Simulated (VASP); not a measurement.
# TaVBr3 (Pm-3m) in VASP: single point with PBE

Aim: the single point of TaVBr3 with PBE.

All numbers are computed with VASP 6.6.1; they aren't measurements. Logs are shortened: lines on timing, memory, paths and dates and some standing lists are left out, and cuts for length are marked.

## Step 1: The cell of the first run

Symmetry: Pm-3m, No. 221, cubic system. Conventional cell: a = 4.851 Å, b = 4.851 Å, c = 4.851 Å, α = 90.00°, β = 90.00°, γ = 90.00°. Within 3.2 Å of Ta (site symmetry m-3m) lie 6 Br at 2.43 Å. Within 4.5 Å of V (site symmetry m-3m) lie 12 Br at 3.43 Å and 8 Ta at 4.20 Å. Br (site symmetry 4/mmm) has 2 Ta at 2.43 Å within 3.2 Å.

## Step 2: Single point, PBE, collinear spin, ferromagnetic start

File INCAR:

```
ALGO = Normal
EDIFF = 1E-6
ENCUT = 520
GGA = PE
ISIF = 2
ISMEAR = 0
ISPIN = 2
LASPH = T
LCHARG = T
LELF = T
LMAXMIX = 4
LORBIT = 11
LREAL = F
LVHAR = T
LWAVE = F
MAGMOM = 0 2 0 0 0
NBANDS = 34
NELM = 150
PREC = Accurate
SIGMA = 0.1
```

File KPOINTS:

```
k-points
0
Gamma
  4 4 4
```

File POSCAR:

```
TaVBr3
1.0
    4.8505754600      0.0000000000      0.0000000000
    0.0000000000      4.8505754600      0.0000000000
    0.0000000000      0.0000000000      4.8505754600
Ta V Br
1 1 3
Direct
    0.0000000000      0.0000000000      0.0000000000
    0.5000000000      0.5000000000      0.5000000000
    0.0000000000      0.0000000000      0.5000000000
    0.5000000000      0.0000000000      0.0000000000
    0.0000000000      0.5000000000      0.0000000000
```

Potentials or basis: VASP PAW PBE potentials, release 64 (Ta_pv, V_sv, Br).

On the command line:

```
cat potpaw_PBE.64/Ta_pv/POTCAR potpaw_PBE.64/V_sv/POTCAR potpaw_PBE.64/Br/POTCAR > POTCAR
mpirun -np 1 vasp_std > vasp.out
```

OUTCAR:

```text
EDIFF = 1E-6
   ENCUT = 520
   GGA = PE
   ISIF = 2
   ISMEAR = 0
   ISPIN = 2
   LASPH = T
   LORBIT = 11
   LREAL = F
   NELM = 150
   PREC = Accurate

 ion  position               nearest neighbor table
   1  0.000  0.000  0.000-   3 2.43   4 2.43   5 2.43   3 2.43   5 2.43   4 2.43
   2  0.500  0.500  0.500-
   3  0.000  0.000  0.500-   1 2.43   1 2.43
   4  0.500  0.000  0.000-   1 2.43   1 2.43
   5  0.000  0.500  0.000-   1 2.43   1 2.43

  LATTYP: Found a simple cubic cell.
 ALAT       =     4.8505754600

  Lattice vectors:

 A1 = (   4.8505754600,   0.0000000000,   0.0000000000)
 A2 = (   0.0000000000,   4.8505754600,   0.0000000000)
 A3 = (   0.0000000000,   0.0000000000,   4.8505754600)

Analysis of symmetry for initial positions (statically):
=====================================================================
 Subroutine PRICEL returns:
 Original cell was already a primitive cell.

 Routine SETGRP: Setting up the symmetry group for a
 simple cubic supercell.

 Subroutine GETGRP returns: Found 48 space group operations
 (whereof 48 operations were pure point group operations)
 out of a pool of 48 trial point group operations.

The static configuration has the point symmetry O_h .

Analysis of symmetry for dynamics (positions and initial velocities):
=====================================================================
 Subroutine PRICEL returns:
 Original cell was already a primitive cell.

 Routine SETGRP: Setting up the symmetry group for a
 simple cubic supercell.

 Subroutine GETGRP returns: Found 48 space group operations
 (whereof 48 operations were pure point group operations)
 out of a pool of 48 trial point group operations.

The dynamic configuration has the point symmetry O_h .

Analysis of structural, dynamic, and magnetic symmetry:
=====================================================================
 Subroutine PRICEL returns:
 Original cell was already a primitive cell.

 Routine SETGRP: Setting up the symmetry group for a
 simple cubic supercell.

 Subroutine GETGRP returns: Found 48 space group operations
 (whereof 48 operations were pure point group operations)
 out of a pool of 48 trial point group operations.

The overall configuration has the point symmetry O_h .

 Subroutine INISYM returns: Found 48 space group operations
 (whereof 48 operations are pure point group operations),
 and found     1 'primitive' translations

----------------------------------------------------------------------------------------

                                     Primitive cell

  volume of cell :     114.1247

  direct lattice vectors                    reciprocal lattice vectors
     4.850575460  0.000000000  0.000000000     0.206161106  0.000000000  0.000000000
     0.000000000  4.850575460  0.000000000     0.000000000  0.206161106  0.000000000
     0.000000000  0.000000000  4.850575460     0.000000000  0.000000000  0.206161106

  length of vectors
     4.850575460  4.850575460  4.850575460     0.206161106  0.206161106  0.206161106

  position of ions in fractional coordinates (direct lattice)
     0.000000000  0.000000000  0.000000000
     0.500000000  0.500000000  0.500000000
     0.000000000  0.000000000  0.500000000
     0.500000000  0.000000000  0.000000000
     0.000000000  0.500000000  0.000000000

  ion indices of the primitive-cell ions
   primitive index   ion index
                 1           1
                 2           2
                 3           3
                 4           4
                 5           5

----------------------------------------------------------------------------------------

 KPOINTS: k-points

Automatic generation of k-mesh.
 Grid dimensions read from file:
 generate k-points for:    4    4    4

 Generating k-lattice:

  Cartesian coordinates                     Fractional coordinates (reciprocal lattice)
     0.051540276  0.000000000  0.000000000     0.250000000  0.000000000  0.000000000
     0.000000000  0.051540276  0.000000000     0.000000000  0.250000000  0.000000000
     0.000000000  0.000000000  0.051540276     0.000000000  0.000000000  0.250000000

  Length of vectors
     0.051540276  0.051540276  0.051540276

  Shift w.r.t. Gamma in fractional coordinates (k-lattice)
     0.000000000  0.000000000  0.000000000

 Subroutine IBZKPT returns following result:
 ===========================================

 Found     10 irreducible k-points:

 Following reciprocal coordinates:
            Coordinates               Weight
  0.000000  0.000000  0.000000      1.000000
  0.250000  0.000000  0.000000      6.000000
  0.500000  0.000000  0.000000      3.000000
  0.250000  0.250000  0.000000     12.000000
  0.500000  0.250000  0.000000     12.000000
  0.500000  0.500000  0.000000      3.000000
  0.250000  0.250000  0.250000      8.000000
  0.500000  0.250000  0.250000     12.000000
  0.500000  0.500000  0.250000      6.000000
  0.500000  0.500000  0.500000      1.000000
   k-points           NKPTS =     10   k-points in BZ     NKDIM =     10   number of bands    NBANDS=     34
   number of dos      NEDOS =    301   number of ions     NIONS =      5
   total plane-waves  NPLWV =  46656
   dimension x,y,z NGX =    36 NGY =   36 NGZ =   36
   dimension x,y,z NGXF=    72 NGYF=   72 NGZF=   72
   ions per type =               1   1   3
   NGX,Y,Z   is equivalent  to a cutoff of  12.34, 12.34, 12.34 a.u.
   NGXF,Y,Z  is equivalent  to a cutoff of  24.68, 24.68, 24.68 a.u.
 SYSTEM =  unknown system
   PREC   = accura    normal or accurate (medium, high low for compatibility)
   ISTART =      0    job   : 0-new  1-cont  2-samecut
   ICHARG =      2    charge: 1-file 2-atom 10-const
   ISPIN  =      2    spin polarized calculation?
   LNONCOLLINEAR =      F non collinear calculations
   LSORBIT =      F    spin-orbit coupling
   LASPH  =      T    aspherical Exc in radial PAW
   ENCUT  =  520.0 eV  38.22 Ry    6.18 a.u.   9.02  9.02  9.02*2*pi/ulx,y,z
   NELM   =    150;   NELMIN=  2; NELMDL= -5     # of ELM steps
   EDIFF  = 0.1E-05   stopping-criterion for ELM
   LREAL  =      F    real-space projection
   EDIFFG = 0.1E-04   stopping-criterion for IOM
   NSW    =      0    number of steps for IOM
   IBRION =     -1    ionic relax: 0-MD 1-quasi-New 2-CG
   NFREE  =      0    steps in history (QN), initial steepest desc. (CG)
   ISIF   =      2    stress and relaxation
   ISYM   =      2    0-nonsym 1-usesym 2-fastsym
   POTIM  = 0.5000    time-step for ionic-motion
   TEBEG  =    0.0;   TEEND  =   0.0 temperature during run
   PSTRESS=    0.0 pullay stress
   NELECT =      45.0000    total number of electrons
   NUPDOWN=      -1.0000    fix difference up-down
   EMIN   =  10.00;   EMAX   =-10.00  energy-range for DOS
   EFERMI =   0.00;   METHOD = LEGACY
   ISMEAR =     0;   SIGMA  =   0.10  broadening in eV -4-tet -1-fermi 0-gaus
   EFERMI_NEDOS =   21; number of points for ismear=-14 and -15
   IALGO  =     38    algorithm
   IMIX   =      4    mixing-type and parameters
     AMIX     =   0.40;   BMIX     =  1.00
     AMIX_MAG =   1.60;   BMIX_MAG =  1.00
  volume/ion in A,a.u.               =      22.82       154.03
  Fermi-wavevector in a.u.,A,eV,Ry     =   1.200473  2.268565 19.607838  1.441135
  Thomas-Fermi vector in A             =   2.336308
   LORBIT       =     11    0 simple, 1 ext, 2 COOP (PROOUT), +10 PAW based schemes
   GGA     = PE    functional components
   LHFCALC =     F    Hartree Fock is set to
   AEXX    =    0.0000 exact exchange contribution
   IVDW    =     0    specifies the selected vdW correction
   LEPSILON=     F    determine dielectric tensor
   LRPA    =     F    only Hartree local field effects (RPA)
 spin polarized calculation
 Gauss-broadening in eV      SIGMA  =   0.10
  energy-cutoff  :      520.00
  volume of cell :      114.12
 maximum number of plane-waves:      3112
   NGX = 19   NGY = 19   NGZ = 19

 number of electron      44.9999966 magnetization       3.7094843

 Free energy of the ion-electron system (eV)
  ---------------------------------------------------
  ext. energy  EPLUGINS =         0.00000000
  ---------------------------------------------------
  free energy    TOTEN  =       -21.94496020 eV

  energy without entropy =      -21.91033104  energy(sigma->0) =      -21.92764562

 E-fermi :   5.7741     XC(G=0):  -9.9458

 val. band max:        5.7456272548   @ k =   0.2500   0.2500   0.0000
 cond. band min:       5.7869587867   @ k =   0.2500   0.2500   0.2500
 fundamental gap:      0.0413315319
 Fermi energy:         5.7740753709

 spin component 1

 k-point     1 :       0.0000    0.0000    0.0000
  band No.  band energies     occupation
      1     -58.8262      1.00000
      2     -32.7739      1.00000
      3     -32.7739      1.00000
      4     -32.7739      1.00000
      5     -29.7022      1.00000
      6     -29.7022      1.00000
[... 359 lines left out ...]
     33      11.7423      0.00000
     34      11.7423      0.00000
 Fermi energy:         5.7740753709

 spin component 2

 k-point     1 :       0.0000    0.0000    0.0000
  band No.  band energies     occupation
      1     -55.6722      1.00000
      2     -29.9108      1.00000
      3     -29.9108      1.00000
      4     -29.9107      1.00000
      5     -29.6328      1.00000
      6     -29.6328      1.00000
[... 359 lines left out ...]
     33      13.0092      0.00000
     34      13.0092      0.00000

------------------------ aborting loop because EDIFF is reached ----------------------------------------

  FORCE on cell =-STRESS in cart. coord.  units (eV):
  Direction    XX          YY          ZZ          XY          YZ          ZX
  --------------------------------------------------------------------------------------
  -------------------------------------------------------------------------------------
  Total       10.3000006     10.3000006     10.3000006     -0.0000000      0.0000000     -0.0000000
  in kB      144.5999153    144.5999153    144.5999153     -0.0000000      0.0000000     -0.0000000
  external PRESSURE =     144.5999153 kB  Pullay stress =       0.0000000 kB

 VOLUME and BASIS-vectors are now :
 -----------------------------------------------------------------------------
  energy-cutoff  :      520.00
  volume of cell :      114.12
      direct lattice vectors                 reciprocal lattice vectors
     4.850575460  0.000000000  0.000000000     0.206161106  0.000000000  0.000000000
     0.000000000  4.850575460  0.000000000     0.000000000  0.206161106  0.000000000
     0.000000000  0.000000000  4.850575460     0.000000000  0.000000000  0.206161106

 POSITION                                       TOTAL-FORCE (eV/Angst)
 -----------------------------------------------------------------------------------
      0.00000      0.00000      0.00000         0.000000      0.000000      0.000000
      2.42529      2.42529      2.42529         0.000000      0.000000      0.000000
      0.00000      0.00000      2.42529         0.000000      0.000000      0.000000
      2.42529      0.00000      0.00000         0.000000      0.000000      0.000000
      0.00000      2.42529      0.00000         0.000000      0.000000      0.000000
 -----------------------------------------------------------------------------------
    total drift:                                0.000000      0.000000      0.000000

  FREE ENERGIE OF THE ION-ELECTRON SYSTEM (eV)
  ---------------------------------------------------
  free  energy   TOTEN  =       -21.9449601968 eV

  energy  without entropy=      -21.9103310434  energy(sigma->0) =      -21.92764562

 total charge

# of ion       s       p       d       tot
------------------------------------------
    1        0.267   6.180   2.672   9.120
    2        2.146   5.983   3.225  11.354
    3        1.612   3.296   0.084   4.993
    4        1.612   3.296   0.084   4.993
    5        1.612   3.296   0.084   4.993
--------------------------------------------------
tot          7.250  22.051   6.151  35.452

 magnetization (x)

# of ion       s       p       d       tot
------------------------------------------
    1        0.001  -0.003  -0.326  -0.328
    2        0.115   0.013   3.160   3.288
    3        0.005  -0.017   0.000  -0.012
    4        0.005  -0.017   0.000  -0.012
    5        0.005  -0.017   0.000  -0.012
--------------------------------------------------
tot          0.129  -0.041   2.834   2.922
```

Run time: 65 s. Hardware: 1 thread of Intel Xeon Platinum 8375C at 2.90GHz (Ice Lake), shared host; peak memory 0.27 GiB.

Results:

| Quantity | Value |
| --- | --- |
| Free energy | -21.9450 eV |
| Pressure | 14.5 GPa |
| Net moment | 3.71 μB per cell |
| Site moments | Ta -0.33; V +3.29; Br -0.01 μB |
| Valence electrons inside the program's atomic spheres | Ta 9.12; V 11.35; Br 4.99 |

Caveat: spin-orbit coupling is left out, which moves the levels of the heavy elements; semilocal functionals often make such compounds metallic where correlation or magnetic order opens a gap, which also shifts bond lengths.
